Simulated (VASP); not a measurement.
# SnO2 (P4_2/mnm) in VASP: notebook

Runs on SnO2. Level: PBEsol. Tasks: single point.

Program: VASP 6.6.1. These are calculated values, not measurements. Logs are shortened: lines on timing, memory, paths and dates and some standing lists are left out, and cuts for length are marked.

**1. The cell of the first run**

Symmetry: P4_2/mnm, No. 136, tetragonal system. The conventional cell has a = 4.650 Å, b = 4.650 Å, c = 3.131 Å, α = 90.00°, β = 90.00°, γ = 90.00°. Within 2.7 Å of Sn (site symmetry mmm) lie 6 O at 2.01 to 2.02 Å. O (site symmetry m2m) has 3 Sn at 2.01 to 2.02 Å and 1 O at 2.55 Å within 2.7 Å.

**2. Single point, PBEsol (atoms displaced along a vibrational mode, the cell strained)**

Input file INCAR:

```
ALGO = Normal ; EDIFF = 1E-6
ENCUT = 520 ; GGA = PS
ISIF = 2 ; ISMEAR = 0
LASPH = T ; LCHARG = F
LREAL = F ; LWAVE = F
NBANDS = 35 ; NELM = 80
PREC = Accurate ; SIGMA = 0.05
```

Input file KPOINTS:

```
k-points
0
Gamma
  6 6 8
```

Input file POSCAR:

```
SnO2
1.0
    4.6495062336      0.0000000000      0.0000000000
    0.0000000000      4.6495062336      0.0000000000
    0.0000000000      0.0000000000      3.1310849569
Sn O
2 4
Direct
    0.0000000000      0.0000000000      0.0000000000
    0.5000000000      0.5000000000      0.5000000000
    0.3062980674      0.3062980674      0.0000000000
    0.1937019326      0.8062980674      0.5000000000
    0.6937019326      0.6937019326      0.0000000000
    0.8062980674      0.1937019326      0.5000000000
```

Potentials or basis: VASP PAW PBE potentials, release 64 (Sn_d, O).

Launch:

```
cat potpaw_PBE.64/Sn_d/POTCAR potpaw_PBE.64/O/POTCAR > POTCAR
mpirun -np 1 vasp_std > vasp.out
```

OUTCAR:

```text
EDIFF = 1E-6
   ENCUT = 520
   GGA = PS
   ISIF = 2
   ISMEAR = 0
   LASPH = T
   LREAL = F
   NELM = 80
   PREC = Accurate

 ion  position               nearest neighbor table
   1  0.000  0.000  0.000-   3 2.01   5 2.01   4 2.02   6 2.02   4 2.02   6 2.02   2 3.64   2 3.64
                             2 3.64   2 3.64   2 3.64   2 3.64   2 3.64   2 3.64
   2  0.500  0.500  0.500-   4 2.01   6 2.01   5 2.02   3 2.02   3 2.02   5 2.02   1 3.64   1 3.64
                             1 3.64   1 3.64   1 3.64   1 3.64   1 3.64   1 3.64
   3  0.306  0.306  0.000-   1 2.01   2 2.02   2 2.02
   4  0.194  0.806  0.500-   2 2.01   1 2.02   1 2.02
   5  0.694  0.694  0.000-   1 2.01   2 2.02   2 2.02
   6  0.806  0.194  0.500-   2 2.01   1 2.02   1 2.02

  LATTYP: Found a simple tetragonal cell.
 ALAT       =     4.6495062336
 C/A-ratio  =     0.6734231120

  Lattice vectors:

 A1 = (   4.6495062336,   0.0000000000,   0.0000000000)
 A2 = (   0.0000000000,   4.6495062336,   0.0000000000)
 A3 = (   0.0000000000,   0.0000000000,   3.1310849569)

Analysis of symmetry for initial positions (statically):
=====================================================================
 Subroutine PRICEL returns:
 Original cell was already a primitive cell.

 Routine SETGRP: Setting up the symmetry group for a
 simple tetragonal supercell.

 Subroutine GETGRP returns: Found 16 space group operations
 (whereof  8 operations were pure point group operations)
 out of a pool of 16 trial point group operations.

The static configuration has the point symmetry D_2h.
 The point group associated with its full space group is D_4h.

Analysis of symmetry for dynamics (positions and initial velocities):
=====================================================================
 Subroutine PRICEL returns:
 Original cell was already a primitive cell.

 Routine SETGRP: Setting up the symmetry group for a
 simple tetragonal supercell.

 Subroutine GETGRP returns: Found 16 space group operations
 (whereof  8 operations were pure point group operations)
 out of a pool of 16 trial point group operations.

The dynamic configuration has the point symmetry D_2h.
 The point group associated with its full space group is D_4h.

 Subroutine INISYM returns: Found 16 space group operations
 (whereof  8 operations are pure point group operations),
 and found     1 'primitive' translations

[... 104 lines left out ...]
   EDIFFG = 0.1E-04   stopping-criterion for IOM
   NSW    =      0    number of steps for IOM
   IBRION =     -1    ionic relax: 0-MD 1-quasi-New 2-CG
   NFREE  =      0    steps in history (QN), initial steepest desc. (CG)
   ISIF   =      2    stress and relaxation
   ISYM   =      2    0-nonsym 1-usesym 2-fastsym
   POTIM  = 0.5000    time-step for ionic-motion
   TEBEG  =    0.0;   TEEND  =   0.0 temperature during run
   PSTRESS=    0.0 pullay stress
   NELECT =      52.0000    total number of electrons
   NUPDOWN=      -1.0000    fix difference up-down
   EMIN   =  10.00;   EMAX   =-10.00  energy-range for DOS
   EFERMI =   0.00;   METHOD = LEGACY
   ISMEAR =     0;   SIGMA  =   0.05  broadening in eV -4-tet -1-fermi 0-gaus
   EFERMI_NEDOS =   21; number of points for ismear=-14 and -15
   IALGO  =     38    algorithm
   IMIX   =      4    mixing-type and parameters
     AMIX     =   0.40;   BMIX     =  1.00
     AMIX_MAG =   1.60;   BMIX_MAG =  1.00
  volume/ion in A,a.u.               =      11.28        76.13
  Fermi-wavevector in a.u.,A,eV,Ry     =   1.499362  2.833383 30.587064  2.248086
  Thomas-Fermi vector in A             =   2.611001
   LORBIT       =      0    0 simple, 1 ext, 2 COOP (PROOUT), +10 PAW based schemes
   GGA     = PS    functional components
   LHFCALC =     F    Hartree Fock is set to
   AEXX    =    0.0000 exact exchange contribution
   IVDW    =     0    specifies the selected vdW correction
   LEPSILON=     F    determine dielectric tensor
   LRPA    =     F    only Hartree local field effects (RPA)
 non-spin polarized calculation
 Gauss-broadening in eV      SIGMA  =   0.05
  energy-cutoff  :      520.00
  volume of cell :       67.69
 maximum number of plane-waves:      1848
 NGX is ok and might be reduce to    36
   NGX = 17   NGY = 17   NGZ = 11

 number of electron      51.9999989 magnetization

 Free energy of the ion-electron system (eV)
  ---------------------------------------------------
  ext. energy  EPLUGINS =         0.00000000
  ---------------------------------------------------
  free energy    TOTEN  =       -39.35015048 eV

  energy without entropy =      -39.35015048  energy(sigma->0) =      -39.35015048

 E-fermi :   6.9426     XC(G=0): -11.8360

 val. band max:        6.6848679303   @ k =   0.0000   0.0000   0.0000
 cond. band min:       8.5055419559   @ k =   0.0000   0.0000   0.0000
 fundamental gap:      1.8206740256
 Fermi energy:         6.9425540002

 k-point     1 :       0.0000    0.0000    0.0000
  band No.  band energies     occupation
      1     -14.4730      2.00000
      2     -13.5963      2.00000
      3     -13.1534      2.00000
      4     -13.1315      2.00000
      5     -13.1315      2.00000
      6     -13.0826      2.00000
[... 901 lines left out ...]
     34      19.3011      0.00000
     35      19.6952      0.00000

 [... further k-points ...]

------------------------ aborting loop because EDIFF is reached ----------------------------------------

  FORCE on cell =-STRESS in cart. coord.  units (eV):
  Direction    XX          YY          ZZ          XY          YZ          ZX
  --------------------------------------------------------------------------------------
  -------------------------------------------------------------------------------------
  Total        7.2939688      7.2939688      9.7102703      0.0000000      0.0000000      0.0000000
  in kB      172.6497530    172.6497530    229.8441115      0.0000000      0.0000000      0.0000000
  external PRESSURE =     191.7145391 kB  Pullay stress =       0.0000000 kB

 VOLUME and BASIS-vectors are now :
 -----------------------------------------------------------------------------
  energy-cutoff  :      520.00
  volume of cell :       67.69
      direct lattice vectors                 reciprocal lattice vectors
     4.649506234  0.000000000  0.000000000     0.215076602  0.000000000  0.000000000
     0.000000000  4.649506234  0.000000000     0.000000000  0.215076602  0.000000000
     0.000000000  0.000000000  3.131084957     0.000000000  0.000000000  0.319378111

 POSITION                                       TOTAL-FORCE (eV/Angst)
 -----------------------------------------------------------------------------------
      0.00000      0.00000      0.00000         0.000000     -0.000000      0.000000
      2.32475      2.32475      1.56554         0.000000     -0.000000      0.000000
      1.42413      1.42413      0.00000        -0.223675     -0.223675      0.000000
      0.90062      3.74889      1.56554         0.223675     -0.223675      0.000000
      3.22537      3.22537      0.00000         0.223675      0.223675     -0.000000
      3.74889      0.90062      1.56554        -0.223675      0.223675     -0.000000
 -----------------------------------------------------------------------------------
    total drift:                                0.000000      0.000000      0.000000

  FREE ENERGIE OF THE ION-ELECTRON SYSTEM (eV)
  ---------------------------------------------------
  free  energy   TOTEN  =       -39.3501504804 eV

  energy  without entropy=      -39.3501504804  energy(sigma->0) =      -39.35015048
```

Run time: 2 min. Hardware: 1 thread of Intel Xeon 8259CL, shared host; peak memory 0.23 GiB.

What came out:

- Free energy: -39.3502 eV
- Pressure: 19.2 GPa
- Largest force: 0.316 eV/Å
- Band gap on the k mesh: 1.82 eV

Forces on the atoms (eV/Å):
```
Sn   0.000  0.000  0.000
Sn   0.000  0.000  0.000
O   -0.224 -0.224  0.000
O    0.224 -0.224  0.000
O    0.224  0.224  0.000
O   -0.224  0.224  0.000
```

Caveat: the cell differs from its parent crystal (atoms displaced along a vibrational mode, the cell strained); the cell stands under pressure; the PAW data sets were made with another functional, which shifts forces and pressure a little; spin-orbit coupling is left out, which moves the levels of the heavy elements.

**3. Single point, PBEsol (atoms displaced along a vibrational mode, the cell strained)**

Input file INCAR:

```
SYSTEM = SnO2
  PREC = Accurate
  ENCUT = 520
  EDIFF = 1E-6
  ISMEAR = 0
  SIGMA = 0.05
  LREAL = .False.
  LASPH = .True.
  NELM = 100
  ALGO = Normal
  ISIF = 2
  LWAVE = .False.
  LCHARG = .False.
  GGA = PS
  NBANDS = 35
```

Input file KPOINTS:

```
regular mesh
0
Gamma
  6 6 8
  0 0 0
```

POSCAR: that of step 2 with these lines changed.

```diff
@@ -2,5 +2,5 @@
 1.0
-    4.6495062336      0.0000000000      0.0000000000
-    0.0000000000      4.6495062336      0.0000000000
-    0.0000000000      0.0000000000      3.1310849569
+    4.6890866457      0.0000000000      0.0000000000
+    0.0000000000      4.6890866457      0.0000000000
+    0.0000000000      0.0000000000      3.1577393212
 Sn O
```

Potentials or basis: VASP PAW PBE potentials, release 64 (Sn_d, O).

Launch:

```
cat potpaw_PBE.64/Sn_d/POTCAR potpaw_PBE.64/O/POTCAR > POTCAR
mpirun -np 1 vasp_std > vasp.out
```

OUTCAR:

```text
SYSTEM = SnO2
   PREC = Accurate
   ENCUT = 520
   EDIFF = 1E-6
   ISMEAR = 0
   LREAL = .False.
   LASPH = .True.
   NELM = 100
   ISIF = 2
   GGA = PS

 ion  position               nearest neighbor table
   1  0.000  0.000  0.000-   3 2.03   5 2.03   4 2.04   6 2.04   4 2.04   6 2.04   2 3.67   2 3.67
                             2 3.67   2 3.67   2 3.67   2 3.67   2 3.67   2 3.67
   2  0.500  0.500  0.500-   4 2.03   6 2.03   5 2.04   3 2.04   3 2.04   5 2.04   1 3.67   1 3.67
                             1 3.67   1 3.67   1 3.67   1 3.67   1 3.67   1 3.67
   3  0.306  0.306  0.000-   1 2.03   2 2.04   2 2.04
   4  0.194  0.806  0.500-   2 2.03   1 2.04   1 2.04
[... 1125 lines left out ...]
  Total        4.7940120      4.7940120      6.4133879     -0.0000000      0.0000000      0.0000000
  in kB      110.6259241    110.6259241    147.9944057     -0.0000000      0.0000000      0.0000000
  external PRESSURE =     123.0820847 kB  Pullay stress =       0.0000000 kB

 VOLUME and BASIS-vectors are now :
 -----------------------------------------------------------------------------
  energy-cutoff  :      520.00
  volume of cell :       69.43
      direct lattice vectors                 reciprocal lattice vectors
     4.689086646  0.000000000  0.000000000     0.213261148  0.000000000  0.000000000
     0.000000000  4.689086646  0.000000000     0.000000000  0.213261148  0.000000000
     0.000000000  0.000000000  3.157739321     0.000000000  0.000000000  0.316682252

 POSITION                                       TOTAL-FORCE (eV/Angst)
 -----------------------------------------------------------------------------------
      0.00000      0.00000      0.00000         0.000000      0.000000      0.000000
      2.34454      2.34454      1.57887         0.000000      0.000000      0.000000
      1.43626      1.43626      0.00000        -0.148771     -0.148771      0.000000
      0.90829      3.78080      1.57887         0.148771     -0.148771      0.000000
      3.25283      3.25283      0.00000         0.148771      0.148771     -0.000000
      3.78080      0.90829      1.57887        -0.148771      0.148771     -0.000000
 -----------------------------------------------------------------------------------
    total drift:                                0.000000      0.000000      0.000000

  FREE ENERGIE OF THE ION-ELECTRON SYSTEM (eV)
  ---------------------------------------------------
  free  energy   TOTEN  =       -39.5237257868 eV

  energy  without entropy=      -39.5237257868  energy(sigma->0) =      -39.52372579
```

OSZICAR:

```text
N       E                     dE             d eps       ncg     rms          rms(c)
DAV:   1     0.634798402778E+03    0.63480E+03   -0.25769E+04  3948   0.234E+03
DAV:   2     0.554476775751E+02   -0.57935E+03   -0.54445E+03  3764   0.618E+02
DAV:   3    -0.401366842241E+02   -0.95584E+02   -0.93948E+02  3741   0.208E+02
DAV:   4    -0.449962399455E+02   -0.48596E+01   -0.48248E+01  4416   0.504E+01
DAV:   5    -0.451213920963E+02   -0.12515E+00   -0.12498E+00  4369   0.855E+00    0.154E+01
DAV:   6    -0.395111851873E+02    0.56102E+01   -0.15086E+01  5533   0.613E+01    0.636E+00
DAV:   7    -0.395772547066E+02   -0.66070E-01   -0.18219E+00  4115   0.754E+00    0.323E+00
DAV:   8    -0.395329061107E+02    0.44349E-01   -0.16130E-01  5008   0.418E+00    0.706E-01
DAV:   9    -0.395232936299E+02    0.96125E-02   -0.31164E-02  5802   0.317E+00    0.131E-01
DAV:  10    -0.395236673475E+02   -0.37372E-03   -0.32923E-03  4244   0.427E-01    0.591E-02
DAV:  11    -0.395237266163E+02   -0.59269E-04   -0.17587E-04  5111   0.921E-02    0.146E-02
DAV:  12    -0.395237270359E+02   -0.41956E-06   -0.11529E-05  4303   0.252E-02    0.808E-03
DAV:  13    -0.395237258596E+02    0.11763E-05   -0.42734E-06  4002   0.410E-02    0.194E-03
DAV:  14    -0.395237257868E+02    0.72767E-07   -0.44000E-07  2218   0.706E-03
   1 F= -.39523726E+02 E0= -.39523726E+02  d E =-.222298E-19
```

stdout:

```text
POSCAR found type information on POSCAR SnO
 POSCAR found :  2 types and       6 ions
 scaLAPACK will be used
 -----------------------------------------------------------------------------
|                                                                             |
|                                                                             |
|     You enforced a specific xc type in the INCAR file but a different       |
|     I HOPE YOU KNOW WHAT YOU ARE DOING!                                     |
|                                                                             |
 -----------------------------------------------------------------------------

 LDA part: xc-table for (Slater+PW92), standard interpolation
 POSCAR, INCAR and KPOINTS ok, starting setup
 FFT: planning ... GRIDC
 FFT: planning ... GRID_SOFT
 FFT: planning ... GRID
 WAVECAR not read
 entering main loop
```

It took 1.9 min on 1 thread of Intel Xeon 8259CL, shared host; peak memory 0.24 GiB.

Results:

```yaml
Free_energy: -39.5237 eV
Pressure: 12.3 GPa
Largest_force: 0.210 eV/Å
Band_gap_on_the_k_mesh: 1.51 eV
```

Forces on the atoms (eV/Å):
```
Sn   0.000  0.000  0.000
Sn   0.000  0.000  0.000
O   -0.149 -0.149  0.000
O    0.149 -0.149  0.000
O    0.149  0.149  0.000
O   -0.149  0.149  0.000
```

Levels at points of the mesh, in eV from the valence-band top:
```tsv
k point	band 23	band 24	band 25	band 26	band 27	band 28	band 29	band 30
(0.00, 0.00, 0.00)	-1.23	-0.82	-0.82	0.00	1.51	6.32	6.32	6.32
(0.50, 0.00, 0.00)	-1.20	-1.20	-0.66	-0.66	4.68	4.68	7.09	7.09
(0.50, 0.50, 0.00)	-1.32	-1.32	-0.94	-0.94	5.11	5.11	7.60	7.60
(0.00, 0.00, 0.50)	-1.78	-1.78	-1.32	-1.32	6.49	6.49	9.80	9.80
(0.50, 0.00, 0.50)	-1.18	-1.18	-0.68	-0.68	6.78	6.78	8.16	8.16
(0.50, 0.50, 0.50)	-1.01	-1.01	-0.88	-0.88	5.08	5.08	8.86	8.86
```

Caveat: the cell differs from its parent crystal (atoms displaced along a vibrational mode, the cell strained); the cell stands under pressure; the PAW data sets were made with another functional, which shifts forces and pressure a little; spin-orbit coupling is left out, which moves the levels of the heavy elements.
